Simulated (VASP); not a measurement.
SnTe, 2 atoms in the cell. It takes space group Fm-3m (No. 225, cubic). Conventional cell: a = 6.425 Å, b = 6.425 Å, c = 6.425 Å, α = 90.00°, β = 90.00°, γ = 90.00°. Te (site symmetry m-3m) has 6 Sn at 3.21 Å within 4.2 Å. Within 4.2 Å of Sn (site symmetry m-3m) lie 6 Te at 3.21 Å. 

* Program: VASP 6.6.1
* Task: single point
* Functional: r2SCAN
* Dispersion: rVV10
* Potentials or basis: VASP PAW PBE potentials, release 64 (Te, Sn_d)
* Cutoff: 520 eV
* k mesh: 7 × 7 × 7
* Occupations: fermi-dirac, width 0.05 eV
* Spin: no spin polarisation
* Dipole correction: no
* Further INCAR settings: ALGO = Normal; EDIFF = 1e-07; NBANDS = 17

Potentials or basis: VASP PAW PBE potentials, release 64 (Te, Sn_d).

Launch:

```console
$ cat potpaw_PBE.64/Te/POTCAR potpaw_PBE.64/Sn_d/POTCAR > POTCAR
$ cp INCAR.step1 INCAR
$ mpirun -np 1 vasp_std > vasp.out
$ cp INCAR.step2 INCAR
$ mpirun -np 1 vasp_std > vasp.out
```

Hardware: 1 thread of Intel(R) Xeon(R) 6975P-C (Granite Rapids), with other jobs on the host.

**Question.** Estimate the wall time of this run.

**Answer.** It took 93 s on 1 thread of Intel(R) Xeon(R) 6975P-C (Granite Rapids), with other jobs on the host, peak memory 0.39 GiB. Counts: k points 20.
